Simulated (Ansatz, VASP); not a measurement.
# Two plane-wave programs on Ag

Contents of POSCAR:

```
Ag
1.0
    2.8905542731      0.0000000000      0.0000000000
   -1.4452771365      2.5032934315      0.0000000000
    0.0000000000      0.0000000000      9.5577310213
Ag
4
Direct
    0.3333333333      0.6666666667      0.2500000000
    0.6666666667      0.3333333333      0.7500000000
    1.0000000000      1.0000000000      1.0000000000
    1.0000000000      1.0000000000      0.5000000000
```

The input INCAR.step1:

```
ALGO = Normal
EDIFF = 1E-4
ENCUT = 520
GGA = PE
ISMEAR = -1
LASPH = T
LCHARG = F
LREAL = F
LWAVE = T
NBANDS = 30
NELM = 60
PREC = Accurate
SIGMA = 0.1
```

File INCAR.step2:

```
ALGO = Normal
EDIFF = 1E-6
ENCUT = 520
ISIF = 2
ISMEAR = -1
ISTART = 1
LASPH = T
LCHARG = T
LELF = T
LMIXTAU = T
LREAL = F
LVHAR = T
LWAVE = F
METAGGA = R2SCAN
NBANDS = 30
NELM = 60
PREC = Accurate
SIGMA = 0.1
```

The input KPOINTS:

```
k-points
0
Gamma
  14 14 4
```

Input for Ansatz:

```yaml
crystal:
  lattice:
    - [2.8905542731, 0.0, 0.0]
    - [-1.4452771365, 2.5032934315, 0.0]
    - [0.0, 0.0, 9.5577310213]
  atoms:
    - { symbol: Ag, position: [0.3333333333, 0.6666666667, 0.25] }
    - { symbol: Ag, position: [0.6666666667, 0.3333333333, 0.75] }
    - { symbol: Ag, position: [1.0, 1.0, 1.0] }
    - { symbol: Ag, position: [1.0, 1.0, 0.5] }
hamiltonian:
  xc: r2scan
  pseudopotentials:
    kind: paw
    azcp:
      Ag: "pseudopotentials/Ag.paw.azcp"
basis:
  ecutwfc: 500
  fft_grid_basis: typed
kpoints:
  mp_grid: { grid: [14, 14, 4], shift: [0, 0, 0] }
magnetization:
  spin_polarized: false
scf:
  occupations: { method: fermi_dirac, width: 0.1 }
  lower_state_search: "off"
output:
  stress: true
```

Alike in both runs: task single point; functional r2SCAN; k mesh 14 × 14 × 4; occupations fermi-dirac, width 0.1 eV; no spin polarisation.

|  | VASP | Ansatz |
| --- | --- | --- |
| version | VASP 6.6.1 | Ansatz 0.2.0 |
| potentials or method | VASP PAW PBE potentials, release 64 (Ag), cutoff 520 eV | plane waves (500 eV) with PAW, scalar-relativistic |
| valence electrons in the cell | 44 | 76 |

```tsv
	VASP	Ansatz	Ansatz less VASP
pressure (GPa)	0.3	0.2	-0.13
traceless stress, the component that is largest in VASP (GPa)	-1.02	-1.00	+0.014
```

VASP's potentials were made for PBE, not for r2SCAN. VASP's potentials hold 44 valence electrons a cell and Ansatz's 76, so a difference there can come from the potentials and not from the codes.
